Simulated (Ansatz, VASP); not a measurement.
**TaN in VASP and in Ansatz**

```
Ta N
1.0
     2.92399    0.00000    0.10965
    -1.46199    2.53225   -0.05482
     0.10765    0.00000    2.87073
Ta N
1 1
Cartesian
  0.0538 1.6882 1.4354
  0.0000 0.0000 0.0000
```

Change from the starting cell: strain +0.0750 x Voigt [0, 0, 0, 0, 1, 0], atoms carried along.

Alike in both runs: task single point; functional PBEsol; k mesh 24 × 24 × 20; occupations gaussian, width 0.15 eV; no spin polarisation.

```csv
,VASP,Ansatz
version,VASP 6.6.1,Ansatz 0.2.0
potentials or method,"VASP PAW PBE potentials, release 64 (Ta_pv, N), cutoff 520 eV","scalar-relativistic, plane waves, PAW"
valence electrons in the cell,16,18
```

```csv
,VASP,Ansatz,Ansatz less VASP
gap on the k mesh at the Fermi level (eV),none,none,-
pressure (GPa),3.2,2.4,-0.87
"traceless stress, the component that is largest in VASP (GPa)",-19.34,-19.18,+0.158
rms of the force components (eV/Å),0.086,0.084,-0.0011
```

VASP's potentials were made for PBE, not for PBEsol. Atom by atom the forces differ by 0.001 eV/Å (rms over components). A gap of «none» marks a metal or a gap that the smearing closes. VASP's potentials hold 16 valence electrons a cell and Ansatz's 18, so a difference there can come from the potentials and not from the codes.

Neither program's run includes spin-orbit coupling.
